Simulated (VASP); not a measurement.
Wanted: the native input for a VASP 6.6.1 run.

| Property | Result |
| --- | --- |
| Task | electric field gradients |
| Functional | PBEsol |
| Potentials or basis | VASP PAW PBE potentials, release 64 (Pb_d, Se) |
| Cutoff | 400 eV |
| k mesh | 9 × 9 × 9 |
| Occupations | fermi-dirac, width 0.01 eV |
| Spin | no spin polarisation |
| Dipole correction | no |
| Further INCAR settings | ALGO = Normal; EDIFF = 1e-08; NBANDS = 17 |

The structure of PbSe lies in POSCAR:

```
PbSe
1.0
    0.0000000000      2.9996396028      2.9996396028
    2.9996396028      0.0000000000      2.9996396028
    2.9996396028      2.9996396028      0.0000000000
Pb Se
1 1
Direct
    0.0000000000      0.0000000000      0.0000000000
    0.5000000000      0.5000000000      0.5000000000
```

This cell differs from its parent crystal: volume scaled by 0.94.

One way to write it, as run:

INCAR

```
SYSTEM = PbSe
ALGO = Normal ; EDIFF = 1E-8
ENCUT = 400 ; GGA = PS
GGA_COMPAT = .False. ; ISIF = 2
ISMEAR = -1 ; LASPH = .True.
LCHARG = .False. ; LEFG = .True.
LREAL = .False. ; LWAVE = .False.
NBANDS = 17 ; NELM = 120
PREC = Accurate ; SIGMA = 0.01
```

KPOINTS

```
k-points
0
Gamma
  9 9 9
  0 0 0
```

Potentials or basis: VASP PAW PBE potentials, release 64 (Pb_d, Se).

Launch:

```sh
$ cat potpaw_PBE.64/Pb_d/POTCAR potpaw_PBE.64/Se/POTCAR > POTCAR
$ mpirun -np 1 vasp_std > vasp.out
```

It gave:

The pressure is 3.0 GPa.

Caveat: without QUAD_EFG the Cq values of the log hold for a quadrupole moment of 1 mb, not for the nuclei; the PAW data sets were made with another functional, which shifts forces and pressure a little.

Run time: 45 s on 1 thread of Intel Xeon 8259CL (shared host), peak memory 0.16 GiB.
